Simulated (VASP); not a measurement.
The system is Al3W.

```
CELL_PARAMETERS angstrom
4.30003 0.00000 0.00000
0.00000 4.30003 0.00000
0.00000 0.00000 4.30003
ATOMIC_POSITIONS crystal
Al 0.00000 0.00000 0.50000
Al 0.00000 0.50000 0.00000
Al 0.50000 0.00000 0.00000
W 0.00000 0.00000 0.00000
```

The cell was built from a structure type or drawn by symmetry, and may not be a known phase.

| Property | Result |
| --- | --- |
| Program | VASP 6.6.1 |
| Task | relaxation of cell and atoms |
| Functional | PBE |
| Potentials or basis | VASP PAW PBE potentials, release 64 (Al, W_sv) |
| Cutoff | 600 eV |
| k mesh | 4 × 4 × 4 |
| Occupations | gaussian, width 0.1 eV |
| Spin | no spin polarisation |

At the start: pressure 44.4 GPa; volume 19.88 Å³/atom.

Q: How do energy, volume and symmetry change on relaxing?

A: Over 3 steps the energy falls by 1044.7 meV/atom and the volume is 30.51 Å³/atom (+53.5 %); space group Pm-3m (No. 221, to 0.1 Å) before and after.

The path:
```csv
step,energy change (eV),largest force (eV/Å),pressure (GPa),volume (Å³)
1,0.0000,0.0000,44.39,79.51
2,-3.1058,0.0000,-7.22,161.20
3,-4.1789,0.0000,0.09,122.04
```

Final structure:
```xyz
4
Lattice="4.9602 0.0000 0.0000 0.0000 4.9602 0.0000 0.0000 0.0000 4.9602" Properties=species:S:1:pos:R:3 pbc="T T T"
Al    0.0000    0.0000    2.4801
Al    0.0000    2.4801    0.0000
Al    2.4801    0.0000    0.0000
W     0.0000    0.0000    0.0000
```

Caveat: the k points lie up to 0.32 Å⁻¹ apart in the final cell, too coarse for converged energies and pressures of a metal; the volume moved by over 15 % at a fixed basis, so the end points are rough.
